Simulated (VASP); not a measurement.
Input of a VASP 6.6.1 run:

Contents of POSCAR:

```
MgTe
1.0
    4.4403065765      0.0000000000      0.0000000000
   -2.2201532883      3.8454182958      0.0000000000
    0.0000000000      0.0000000000      7.2314365817
Mg Te
2 2
Direct
    0.3333333333      0.6666666667     -0.0006080519
    0.6666666667      0.3333333333      0.4993919481
    0.3333333333      0.6666666667      0.3756080519
    0.6666666667      0.3333333333      0.8756080519
```

The input INCAR.step1:

```
SYSTEM = MgTe
  PREC = Accurate
  ENCUT = 520
  EDIFF = 1E-5
  ISMEAR = 0
  SIGMA = 0.01
  LREAL = .False.
  LASPH = .True.
  NELM = 120
  ALGO = Normal
  ISIF = 2
  LWAVE = .True.
  NBANDS = 16
  GGA = PE
  GGA_COMPAT = .False.
```

File INCAR.step2:

```
SYSTEM = MgTe
  PREC = Accurate
  ENCUT = 520
  EDIFF = 1E-6
  ISMEAR = 0
  SIGMA = 0.01
  LREAL = .False.
  LASPH = .True.
  NELM = 120
  ALGO = Normal
  ISIF = 2
  LWAVE = .False.
  LCHARG = .True.
  GGA = PE
  LHFCALC = .True.
  HFSCREEN = 0.2079
  PRECFOCK = Normal
  LELF = .True.
  LVHAR = .True.
  NBANDS = 16
  ISTART = 1
  GGA_COMPAT = .False.
```

Contents of KPOINTS:

```
Automatic mesh
0
Gamma
  6 6 2
  0 0 0
```

Potentials or basis: VASP PAW PBE potentials, release 64 (Mg, Te).

Command:

```console
$ cat potpaw_PBE.64/Mg/POTCAR potpaw_PBE.64/Te/POTCAR > POTCAR
$ cp INCAR.step1 INCAR
$ mpirun -np 1 vasp_std > vasp.out
$ cp INCAR.step2 INCAR
$ mpirun -np 1 vasp_std > vasp.out
```

Task: What does it give for the pressure?

Result: 3.8 GPa.

Task: What does it give for the band gap on the k mesh?

Result: 3.66 eV.

Caveat: the k points lie up to 0.43 Å⁻¹ apart; the cell differs from its parent crystal (strain -3.0%); the structure was generated, so it needn't be the stable form of MgTe; the PAW data sets were made with another functional, which shifts forces and pressure a little; spin-orbit coupling is left out, which moves the levels of the heavy elements. A k mesh can miss the band edges.
